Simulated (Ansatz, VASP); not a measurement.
Given: the input of a run of VASP 6.6.1 on ZnCu.

Contents of INCAR:

```
SYSTEM = ZnCu
ALGO = Fast ; EDIFF = 1E-7
ENCUT = 520 ; GGA = PE
ISIF = 2 ; ISMEAR = -1
LASPH = .True. ; LCHARG = .True.
LELF = .True. ; LREAL = .False.
LVHAR = .True. ; LWAVE = .False.
NBANDS = 18 ; NELM = 100
PREC = Accurate ; SIGMA = 0.05
```

KPOINTS

```
k-points
0
Gamma
  9 9 9
  0 0 0
```

File POSCAR:

```
ZnCu
1.0
    2.9645038797      0.0000000000      0.0000000000
    0.0000000000      2.9645038797      0.0000000000
    0.0000000000      0.0000000000      2.9645038797
Zn Cu
1 1
Direct
    0.5000000000      0.5000000000      0.5000000000
    0.0000000000      0.0000000000      0.0000000000
```

Potentials or basis: VASP PAW PBE potentials, release 64 (Zn, Cu).

Launch:

```bash
$ cat potpaw_PBE.64/Zn/POTCAR potpaw_PBE.64/Cu/POTCAR > POTCAR
$ mpirun -np 1 vasp_std > vasp.out
```

Q: Set up the same calculation for Ansatz 0.2.0. Potentials there: all-electron LAPW, scalar-relativistic.

A: As run (the cutoff follows the program's own potentials):

The input input.yaml:

```yaml
crystal:
  lattice:
    - [2.9645038797, 0.0, 0.0]
    - [0.0, 2.9645038797, 0.0]
    - [0.0, 0.0, 2.9645038797]
  atoms:
    - { symbol: Zn, position: [0.5, 0.5, 0.5] }
    - { symbol: Cu, position: [0.0, 0.0, 0.0] }
kpoints:
  mp_grid: { grid: [9, 9, 9] }
scf:
  occupations: { method: fermi_dirac, width: 0.05 }
hamiltonian:
  xc: pbe
  pseudopotentials: { kind: all_electron, lapw: { basis_error: 0.0005 } }
output:
  forces: true
  stress: true
  eigenvalues: true
```

Potentials or basis: all-electron LAPW, scalar-relativistic.

Command:

```bash
$ ansatz run input.yaml --threads 1 --pin off --max-ram 3072MiB --backend cpu --events-out ev --progress --plain --runs-dir out
```

Both were run:

|  | VASP | Ansatz | Ansatz less VASP |
| --- | --- | --- | --- |
| gap on the k mesh at the Fermi level (eV) | none | none | - |
| pressure (GPa) | 0.6 | 0.2 | -0.45 |

A gap of «none» marks a metal or a gap that the smearing closes. Ansatz ran all-electron here, and VASP with PAW potentials.
